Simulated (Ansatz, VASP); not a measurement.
## C: VASP beside Ansatz

File INCAR:

```
SYSTEM = C
ALGO     = Normal         ! electronic algorithm
EDIFF    = 1E-6           ! SCF threshold, eV
ENCUT    = 520            ! plane-wave cutoff, eV
GGA      = PS             ! functional
ISIF     = 2              ! what is computed and relaxed
ISMEAR   = 0              ! smearing method
IVDW     = 12             ! dispersion correction
LASPH    = .TRUE.         ! aspherical terms in the spheres
LCHARG   = .TRUE.         ! write CHGCAR
LELF     = .TRUE.         ! ELF
LREAL    = .FALSE.        ! projectors in reciprocal space
LVHAR    = .TRUE.       
LWAVE    = .FALSE.        ! write WAVECAR
NBANDS   = 11             ! bands
NELM     = 80             ! most SCF steps
PREC     = Accurate       ! precision mode
SIGMA    = 0.05           ! smearing width, eV
```

File KPOINTS:

```
k-points
0
G
  15 15 15
  0 0 0
```

POSCAR

```
C
1.0
    1.2290461105      0.7095901028      3.2829684898
   -1.2290461105      0.7095901028      3.2829684898
    0.0000000000     -1.4191802055      3.2829684898
C
2
Direct
    0.1762293581      0.1762293581      0.1762293581
    0.8237706419      0.8237706419      0.8237706419
```

Input for Ansatz:

```yaml
crystal:
  lattice:
    - [1.2290461105, 0.7095901028, 3.2829684898]
    - [-1.2290461105, 0.7095901028, 3.2829684898]
    - [0.0, -1.4191802055, 3.2829684898]
  atoms:
    - { symbol: C, position: [0.1762293581, 0.1762293581, 0.1762293581] }
    - { symbol: C, position: [0.8237706419, 0.8237706419, 0.8237706419] }
basis:
  ecutwfc: 520.0
kpoints:
  mp_grid: { grid: [15, 15, 15] }
hamiltonian:
  xc: pbesol
  pseudopotentials: { kind: paw, azcp: { folder: soft_1 } }
  dispersion: d3bj
scf:
  occupations: { method: gaussian, width: 0.05 }
output:
  forces: true
  stress: true
  eigenvalues: true
```

Change from the starting cell: mode 4 frozen in at +0.095 Å and mode 6 at +0.000 Å (largest displacements).

Alike in both runs: task single point; functional PBEsol; dispersion D3(BJ); k mesh 15 × 15 × 15; occupations gaussian, width 0.05 eV; no spin polarisation.

|  | VASP | Ansatz |
| --- | --- | --- |
| version | VASP 6.6.1 | Ansatz 0.2.0 |
| potentials or method | VASP PAW PBE potentials, release 64 (C), cutoff 520 eV | scalar-relativistic, plane waves, PAW |
| valence electrons in the cell | 8 | 8 |

Ansatz gave:

- gap on the k mesh at the Fermi level (eV): 0.46
- least direct gap on the mesh (eV): 0.46
- pressure (GPa): -2.3
- traceless stress, the component that is largest in VASP (GPa): -3.32
- rms of the force components (eV/Å): 1.835

**Question.** Estimate VASP's values.

**Answer.** gap on the k mesh at the Fermi level (eV): 0.46; least direct gap on the mesh (eV): 0.46; pressure (GPa): -1.5; traceless stress, the component that is largest in VASP (GPa): -4.11; rms of the force components (eV/Å): 1.824.

VASP's potentials were made for PBE, not for PBEsol, and Ansatz warns of the same on its side. Atom by atom the forces differ by 0.011 eV/Å (rms over components).
